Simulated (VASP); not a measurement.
Wanted: the native input for a VASP 6.6.1 run.

- Task: single point
- Functional: r2SCAN
- Potentials or basis: VASP PAW PBE potentials, release 64 (Ti_sv, Al)
- Cutoff: 520 eV
- k mesh: 14 × 14 × 14
- Occupations: gaussian, width 0.1 eV
- Spin: no spin polarisation
- Dipole correction: no
- Further INCAR settings: ALGO = Normal; EDIFF = 1e-06; NBANDS = 18

The system is TiAl3.

```xyz
4
Lattice="3.7183 0.0000 0.0000 0.0000 3.7183 0.0000 0.0000 0.0000 4.1450" Properties=species:S:1:pos:R:3 pbc="T T T"
Ti    0.0000    0.0000    0.0000
Al    1.8592    1.8592    0.0000
Al    1.8592    0.0000    2.0725
Al    0.0000    1.8592    2.0725
```

This cell differs from its parent crystal: biaxial strain in the a-b plane: -6.0 %, then relaxed in part.

The input as run:

POSCAR

```
TiAl3
1.0
    3.7183309750      0.0000000000      0.0000000000
    0.0000000000      3.7183309750      0.0000000000
    0.0000000000      0.0000000000      4.1450166002
Ti Al
1 3
Direct
    0.0000000000      0.0000000000      0.0000000000
    0.5000000000      0.5000000000      0.0000000000
    0.5000000000      0.0000000000      0.5000000000
    0.0000000000      0.5000000000      0.5000000000
```

INCAR.step1

```
ALGO = Normal ; EDIFF = 1E-4
ENCUT = 520 ; GGA = PE
ISMEAR = 0 ; LASPH = True
LCHARG = False ; LREAL = False
LWAVE = True ; NBANDS = 18
NELM = 80 ; PREC = Accurate
SIGMA = 0.1
```

INCAR.step2

```
ALGO = Normal ; EDIFF = 1E-6
ENCUT = 520 ; ISIF = 2
ISMEAR = 0 ; ISTART = 1
LASPH = True ; LCHARG = False
LMIXTAU = True ; LREAL = False
LWAVE = False ; METAGGA = R2SCAN
NBANDS = 18 ; NELM = 80
PREC = Accurate ; SIGMA = 0.1
```

KPOINTS

```
k-points
0
Gamma
  14 14 14
```

Potentials or basis: VASP PAW PBE potentials, release 64 (Ti_sv, Al).

Run with:

```sh
$ cat potpaw_PBE.64/Ti_sv/POTCAR potpaw_PBE.64/Al/POTCAR > POTCAR
$ cp INCAR.step1 INCAR
$ mpirun -np 1 vasp_std > vasp.out
$ cp INCAR.step2 INCAR
$ mpirun -np 1 vasp_std > vasp.out
```

Results of the run:

```json
{"Pressure": "11.4 GPa"}
```

Caveat: the cell differs from its parent crystal (biaxial strain in the a-b plane: -6.0 %, then relaxed in part); the PAW data sets were made with another functional, which shifts forces and pressure a little.

Wall time 9.1 min on 1 thread of AMD EPYC 9R45 96-Core Processor (Zen 5), with other jobs on the host, peak memory 0.35 GiB.
